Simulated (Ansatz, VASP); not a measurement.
Two plane-wave programs on B3N

Contents of INCAR:

```
SYSTEM = B3N
PREC     = Accurate       ! precision mode
ENCUT    = 600            ! plane-wave cutoff, eV
EDIFF    = 1E-6           ! SCF threshold, eV
ISMEAR   = 0              ! smearing method
SIGMA    = 0.1            ! smearing width, eV
LREAL    = .FALSE.        ! projectors in reciprocal space
LASPH    = .TRUE.         ! aspherical terms in the spheres
NELM     = 80             ! most SCF steps
ALGO     = Normal         ! electronic algorithm
ISIF     = 3              ! what is computed and relaxed
LWAVE    = .FALSE.        ! write WAVECAR
LCHARG   = .FALSE.        ! write CHGCAR
GGA      = PE             ! functional
IBRION   = 2              ! ionic algorithm
NSW      = 80             ! ionic steps
EDIFFG   = -0.001         ! ionic threshold
```

KPOINTS

```
regular mesh
0
G
  16 16 8
  0 0 0
```

File POSCAR:

```
B3N
1.0
    2.4627102514      0.0000000000      0.0000000000
    0.0000000000      2.4627102514      0.0000000000
    0.0000000000      0.0000000000      4.4461145733
B N
3 1
Direct
    0.5000000000      0.0000000000      0.7039449748
    0.0000000000      0.0000000000      0.0000000000
    0.0000000000      0.5000000000      0.2960550252
    0.5000000000      0.5000000000      0.5000000000
```

Input for Ansatz:

```yaml
crystal:
  lattice:
    - [2.4627102514, 0.0, 0.0]
    - [0.0, 2.4627102514, 0.0]
    - [0.0, 0.0, 4.4461145733]
  atoms:
    - { symbol: B, position: [0.5, 0.0, 0.7039449748] }
    - { symbol: B, position: [0.0, 0.0, 0.0] }
    - { symbol: B, position: [0.0, 0.5, 0.2960550252] }
    - { symbol: "N", position: [0.5, 0.5, 0.5] }
basis:
  ecutwfc: 420
kpoints:
  mp_grid: { grid: [16, 16, 8] }
hamiltonian:
  xc: pbe
scf:
  occupations: { method: gaussian, width: 0.1 }
output:
  forces: true
  stress: true
  eigenvalues: true
relax:
  adjacent_minimum: "off"
  f_tol: 0.001
  max_steps: 60
  cell: { stress_tol: 0.01 }
```

Alike in both runs: task relaxation of cell and atoms; functional PBE; k mesh 16 × 16 × 8; occupations gaussian, width 0.1 eV; no spin polarisation.

|  | VASP | Ansatz |
| --- | --- | --- |
| version | VASP 6.6.1 | Ansatz 0.2.0 |
| potentials or method | VASP PAW PBE potentials, release 64 (B, N), cutoff 600 eV | scalar-relativistic, plane waves, PAW |
| valence electrons in the cell | 14 | 14 |

```tsv
	VASP	Ansatz	Ansatz less VASP
gap on the k mesh at the Fermi level, each at its own relaxed structure (eV)	none	none	-
relaxed volume (Å³/atom)	6.73	6.73	-0.001
relaxed cell length with the largest relative difference (Å)	2.458	2.458	-0.0001
```

A gap of «none» marks a metal or a gap that the smearing closes.
